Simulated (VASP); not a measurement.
Be4ZnSe:

```xyz
6
Lattice="4.3354 0.0000 0.0000 -2.1677 3.7546 0.0000 0.0000 0.0000 5.0515" Properties=species:S:1:pos:R:3 pbc="T T T"
Be    0.0000    2.5031    2.5257
Be    0.0000    2.5031    0.0000
Be    0.0000    0.0000    1.7412
Be    0.0000    0.0000    3.3102
Zn    2.1677    1.2515    2.5257
Se    0.0000    0.0000    0.0000
```

The cell was generated, and may not be a known phase.

- Program: VASP 6.6.1
- Task: relaxation of cell and atoms
- Functional: PBE
- Potentials or basis: VASP PAW PBE potentials, release 64 (Be, Zn, Se)
- Cutoff: 600 eV
- k mesh: 4 × 4 × 3
- Occupations: gaussian, width 0.2 eV
- Spin: no spin polarisation

At the start: pressure 16.5 GPa; volume 13.70 Å³/atom.

Q: Where does the relaxation end?

A: Over 10 steps the energy falls by 853.4 meV/atom and the volume is 13.94 Å³/atom (+1.7 %); space group P-6m2 (No. 187, to 0.1 Å) before and after.

The path:
| step | energy change (eV) | largest force (eV/Å) | pressure (GPa) | volume (Å³) |
| --- | --- | --- | --- | --- |
| 1 | 0.0000 | 1.3184 | 16.51 | 82.23 |
| 2 | -4.0286 | 1.4143 | -9.47 | 97.11 |
| 3 | -4.1474 | 1.1784 | -10.04 | 98.66 |
| 4 | -4.2889 | 0.6381 | -10.54 | 101.62 |
| 5 | -5.0526 | 0.3150 | -0.40 | 86.86 |
| 6 | -5.0623 | 0.2476 | -1.77 | 88.14 |
| 7 | -5.0961 | 0.2327 | -0.43 | 86.04 |
| 8 | -5.0975 | 0.3546 | -0.08 | 85.57 |
| 9 | -5.1108 | 0.2342 | -0.05 | 84.87 |
| 10 | -5.1201 | 0.0109 | 0.09 | 83.62 |

Final structure:
```
Be Zn Se
1.0
     3.76570    0.00000    0.00000
    -1.88285    3.26119    0.00000
     0.00000    0.00000    6.80878
Be Zn Se
4 1 1
Direct
  0.33333 0.66667 0.50000
  0.33333 0.66667 0.00000
  0.00000 0.00000 0.35359
  0.00000 0.00000 0.64641
  0.66667 0.33333 0.50000
  0.00000 0.00000 0.00000
```

Caveat: the k points lie up to 0.48 Å⁻¹ apart in the final cell, too coarse for converged energies and pressures of a metal; a cell axis changed by over 15 % at a fixed basis, so the end point is rough.
